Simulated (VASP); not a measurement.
Crystal: C.

```xyz
6
Lattice="1.7985 -3.8827 0.0000 1.7985 3.8827 0.0000 0.0000 0.0000 2.5073" Properties=species:S:1:pos:R:3 pbc="T T T"
C     0.7429    1.5232    0.6268
C     0.7429   -1.5232    1.8805
C     2.8541    1.5232    0.6268
C     2.8541   -1.5232    1.8805
C     1.7985    0.4419    0.6268
C     1.7985   -0.4419    1.8805
```

The cell was built from a structure type or drawn by symmetry, and may not be a known phase.

```yaml
Program: VASP 6.6.1
Task: relaxation of cell and atoms
Functional: PBE
Potentials_or_basis: VASP PAW PBE potentials, release 64 (C)
Cutoff: 600 eV
k_mesh: 6 × 6 × 6
Occupations: gaussian, width 0.1 eV
Spin: no spin polarisation
```

At the start: pressure 28.2 GPa; volume 5.84 Å³/atom.

Where does the relaxation end?

Over 9 steps the energy falls by 67.7 meV/atom and the volume is 6.17 Å³/atom (+5.8 %); space group Cmcm (No. 63, to 0.1 Å) before and after.

The path:
```tsv
step	energy change (eV)	largest force (eV/Å)	pressure (GPa)	volume (Å³)
1	0.0000	1.1635	28.17	35.02
2	0.5856	2.8328	-29.25	40.33
3	-0.3750	0.8128	0.56	36.97
4	-0.3760	0.7583	1.57	36.89
5	-0.3272	1.1057	-4.74	37.60
6	-0.4054	0.0517	-1.23	37.15
7	-0.4054	0.0650	-1.18	37.14
8	-0.4056	0.1160	0.89	36.95
9	-0.4060	0.0339	-0.05	37.04
```

Final structure:
```
CELL_PARAMETERS angstrom
1.89008 -3.89712 0.00000
1.89008 3.89712 0.00000
0.00000 0.00000 2.51408
ATOMIC_POSITIONS crystal
C 0.00930 0.39966 0.25000
C 0.39966 0.00930 0.75000
C 0.60034 0.99070 0.25000
C 0.99070 0.60034 0.75000
C 0.44443 0.55558 0.25000
C 0.55558 0.44443 0.75000
```
